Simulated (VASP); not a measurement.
Set up this calculation in VASP 6.6.1, as the native input.

| Property | Result |
| --- | --- |
| Task | single point |
| Functional | PBE |
| Potentials or basis | VASP PAW PBE potentials, release 64 (K_sv, Mo_sv) |
| Cutoff | 520 eV |
| k mesh | 14 × 14 × 6 |
| Occupations | gaussian, width 0.1 eV |
| Spin | no spin polarisation |
| Dipole correction | no |
| Further INCAR settings | ALGO = Fast; EDIFF = 1e-07; NBANDS = 26 |

The structure of KMo2 lies in POSCAR:

```
KMo2
1.0
    3.2052961846      0.0000000000      0.0000000000
    0.0000000000      3.2052961846      0.0000000000
    0.0000000000      0.0000000000      7.5571964688
K Mo
1 2
Direct
    0.0000000000      0.0000000000      0.0000000000
    0.5000000000      0.0000000000      0.5763386290
    0.0000000000      0.5000000000      0.4236613710
```

This cell differs from its parent crystal: atoms taken out.

One way to write it, as run:

INCAR

```
SYSTEM = KMo2
PREC = Accurate
ENCUT = 520
EDIFF = 1E-7
ISMEAR = 0
SIGMA = 0.1
LREAL = .False.
LASPH = .True.
NELM = 80
ALGO = Fast
ISIF = 2
LWAVE = .False.
LCHARG = .True.
GGA = PE
LELF = .True.
LVHAR = .True.
NBANDS = 26
```

KPOINTS

```
regular mesh
0
Gamma
  14 14 6
  0 0 0
```

Potentials or basis: VASP PAW PBE potentials, release 64 (K_sv, Mo_sv).

Run with:

```sh
$ cat potpaw_PBE.64/K_sv/POTCAR potpaw_PBE.64/Mo_sv/POTCAR > POTCAR
$ mpirun -np 1 vasp_std > vasp.out
```

Results of the run:

* Pressure: 0.2 GPa
* Largest force: 0.046 eV/Å
* Band gap on the k mesh: zero (an odd number of electrons rules out a gap without spin polarisation)

Caveat: the cell differs from its parent crystal (atoms taken out).

It took 8.1 min on 1 thread of Intel Xeon 8259CL (shared host), peak memory 0.37 GiB.
